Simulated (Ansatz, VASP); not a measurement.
## Sc3Al: VASP beside Ansatz

```
Sc Al
1.0
     4.70969    0.00000    0.00000
     0.00000    4.70969    0.00000
     0.00000    0.00000    4.70969
Sc Al
3 1
Direct
  0.50000 0.00000 0.50000
  0.00000 0.50000 0.50000
  0.50000 0.50000 0.00000
  0.00000 0.00000 0.00000
```

Alike in both runs: task single point; functional PBEsol; k mesh 8 × 8 × 8; occupations gaussian, width 0.05 eV; no spin polarisation.

|  | VASP | Ansatz |
| --- | --- | --- |
| version | VASP 6.6.1 | Ansatz 0.2.0 |
| potentials or method | VASP PAW PBE potentials, release 64 (Sc_sv, Al), cutoff 520 eV | scalar-relativistic, plane waves, PAW |
| valence electrons in the cell | 36 | 36 |

|  | VASP | Ansatz | Ansatz less VASP |
| --- | --- | --- | --- |
| gap on the k mesh at the Fermi level (eV) | none | none | - |
| pressure (GPa) | -10.0 | -10.0 | 0.00 |

VASP's potentials were made for PBE, not for PBEsol. A gap of «none» marks a metal or a gap that the smearing closes.
